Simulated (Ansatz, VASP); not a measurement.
# Sn in VASP and in Ansatz

```
Sn
1.0
    -1.87240    1.87240    1.87240
     1.87240   -1.87240    1.87240
     3.74479    3.74479    0.00000
Sn
2
Direct
  0.93324 0.93324 0.00000
  0.56676 0.56676 0.50000
```

Change from the starting cell: mode 5 (36.0 1/cm) frozen in, largest displacement +0.250 Å.

Alike in both runs: task single point; functional PBEsol; k mesh 20 × 20 × 12; occupations gaussian, width 0.15 eV; no spin polarisation.

|  | VASP | Ansatz |
| --- | --- | --- |
| version | VASP 6.6.1 | Ansatz 0.2.0 |
| potentials or method | VASP PAW PBE potentials, release 64 (Sn_d), cutoff 520 eV | scalar-relativistic, plane waves, PAW |
| valence electrons in the cell | 28 | 28 |

```tsv
	VASP	Ansatz	Ansatz less VASP
gap on the k mesh at the Fermi level (eV)	none	none	-
pressure (GPa)	0.7	0.7	+0.02
traceless stress, the component that is largest in VASP (GPa)	2.06	2.05	-0.005
rms of the force components (eV/Å)	0.133	0.133	0.0000
```

VASP's potentials were made for PBE, not for PBEsol. Atom by atom the forces differ by 0.000 eV/Å (rms over components). A gap of «none» marks a metal or a gap that the smearing closes.
